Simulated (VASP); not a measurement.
## Ni: relaxation of cell and atoms with RPBE+D4

The system is Ni.

```xyz
2
Lattice="2.4480 0.0000 0.0000 -1.2240 2.1201 0.0000 0.0000 0.0000 4.0728" Properties=species:S:1:pos:R:3 pbc="T T T"
Ni    1.2240    0.7067    3.0546
Ni    0.0000    1.4134    1.0182
```

```json
{"Program": "VASP 6.6.1", "Task": "relaxation of cell and atoms", "Functional": "RPBE", "Dispersion": "D4", "Potentials or basis": "VASP PAW PBE potentials, release 64 (Ni)", "Cutoff": "600 eV", "k mesh": "12 × 12 × 7", "Occupations": "fermi-dirac, width 0.05 eV", "Spin": "collinear spin, ferromagnetic start", "Starting moments": "[1.0, 1.0] μB", "Dipole correction": "no", "Further INCAR settings": "ALGO = Fast; EDIFF = 1e-06; IBRION = 2; EDIFFG = -0.01; NSW = 60; ISIF = 3"}
```

```
Relaxed volume                                        : 10.55 Å³/atom
Relaxed cell                                          : a = 2.459 Å, b = 2.459 Å, c = 4.028 Å, α = 90.00°, β = 90.00°, γ = 120.00°
Space group after relaxing (to 0.05 Å)                : P6_3/mmc (No. 194)
Energy gained by relaxing                             : 1.3 meV/atom
Ionic steps                                           : 7
Pressure after relaxing                               : 0.0 GPa
Net moment                                            : 1.29 μB per cell
Site moments                                          : Ni +0.65 μB
Valence electrons inside the program's atomic spheres : Ni 9.36
Dispersion energy per atom                            : -0.928 eV
```

Step by step:
```
step  energy change (eV)  largest force (eV/Å)  pressure (GPa)  volume (Å³)
   1              0.0000                0.0000           -0.39        21.14
   2             -0.0024                0.0000            0.39        21.06
   3             -0.0025                0.0000            0.55        21.04
   4             -0.0024                0.0000           -0.46        21.15
   5             -0.0026                0.0000            0.20        21.09
   6             -0.0026                0.0000           -0.17        21.10
   7             -0.0026                0.0000            0.01        21.10
```

Final structure:
```
Ni
1.0
     2.45900    0.00000    0.00000
    -1.22950    2.12956    0.00000
     0.00000    0.00000    4.02848
Ni
2
Direct
  0.66667 0.33333 0.75000
  0.33333 0.66667 0.25000
```

Levels at points of the mesh, in eV from the Fermi level:
Spin up:
```csv
k point,band 8,band 9,band 10,band 11,band 12,band 13,band 14,band 15
"(0.00, 0.00, 0.00)",-1.74,-1.74,-0.76,-0.76,-0.41,5.83,22.81,25.03
"(0.50, 0.00, 0.00)",-0.66,-0.57,-0.53,1.16,3.12,9.51,10.13,12.58
```
Spin down:
| k point | band 7 | band 8 | band 9 | band 10 | band 11 | band 12 | band 13 | band 14 |
| --- | --- | --- | --- | --- | --- | --- | --- | --- |
| (0.00, 0.00, 0.00) | -1.44 | -1.05 | -1.05 | -0.50 | -0.02 | -0.02 | 6.25 | 22.64 |
| (0.50, 0.00, 0.00) | -1.43 | 0.15 | 0.18 | 0.29 | 1.66 | 3.51 | 9.61 | 10.23 |

It took 2.8 min on 1 thread of Intel(R) Xeon(R) Platinum 8488C (Sapphire Rapids) (shared host), peak memory 0.19 GiB.

Caveat: the PAW data sets were made with another functional, which shifts forces and pressure a little; pairwise dispersion overbinds metals, which lowers pressure and volume.
